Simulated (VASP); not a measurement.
Input of a VASP 6.6.1 run:

Contents of INCAR:

```
PREC = Accurate ; ENCUT = 500
EDIFF = 1E-7 ; ISMEAR = 0
SIGMA = 0.1 ; LREAL = F
LASPH = T ; NELM = 200
ALGO = Normal ; ISIF = 3
LWAVE = F ; LCHARG = F
GGA = PE ; IBRION = 2
NSW = 90 ; EDIFFG = -0.04
GGA_COMPAT = F ; NELMIN = 4
LMAXMIX = 6
```

The input KPOINTS:

```
regular mesh
0
Gamma
  4 4 4
```

Contents of POSCAR:

```
Nd4S
1.0
   -3.2054790200      3.2054790200      3.2054790200
    3.2054790200     -3.2054790200      3.2054790200
    3.2054790200      3.2054790200     -3.2054790200
Nd S
4 1
Direct
    0.5000000000      0.5000000000      0.5000000000
    0.5000000000      0.0000000000      0.0000000000
    0.0000000000      0.0000000000      0.5000000000
    0.0000000000      0.5000000000      0.0000000000
    0.0000000000      0.0000000000      0.0000000000
```

Potentials or basis: VASP PAW PBE potentials, release 64 (Nd_3, S), 4f in core.

The run is started by

```console
$ cat potpaw_PBE.64/Nd_3/POTCAR potpaw_PBE.64/S/POTCAR > POTCAR
$ mpirun -np 1 vasp_std > vasp.out
```

**Question.** Estimate the band gap on the k mesh.

**Answer.** Zero (bands 25 and 26 overlap by 0.83 eV).

**Question.** Estimate the relaxed cell.

**Answer.** a = 5.889 Å, b = 5.889 Å, c = 5.889 Å, α = 109.47°, β = 109.47°, γ = 109.47°.

**Question.** Estimate the relaxed volume.

**Answer.** 31.45 Å³/atom.

Final structure:
```yaml
crystal:
  lattice:
    - [-3.40015, 3.40015, 3.40015]
    - [3.40015, -3.40015, 3.40015]
    - [3.40015, 3.40015, -3.40015]
  atoms:
    - { symbol: Nd, position: [0.50000, 0.50000, 0.50000] }
    - { symbol: Nd, position: [0.50000, 0.00000, 0.00000] }
    - { symbol: Nd, position: [0.00000, 0.00000, 0.50000] }
    - { symbol: Nd, position: [0.00000, 0.50000, 0.00000] }
    - { symbol: S, position: [0.00000, 0.00000, 0.00000] }
```

Caveat: the volume moved by over 15 % at a fixed basis, so the end points are rough; spin-orbit coupling is left out, which moves the levels of the heavy elements; the 4f electrons are frozen in the core, so they carry no moment and show no levels; the run has no spin polarisation, though such a crystal can be magnetic. With open d or f shells a metallic result of PBE can be an artefact of self-interaction; +U or a hybrid may open a gap.
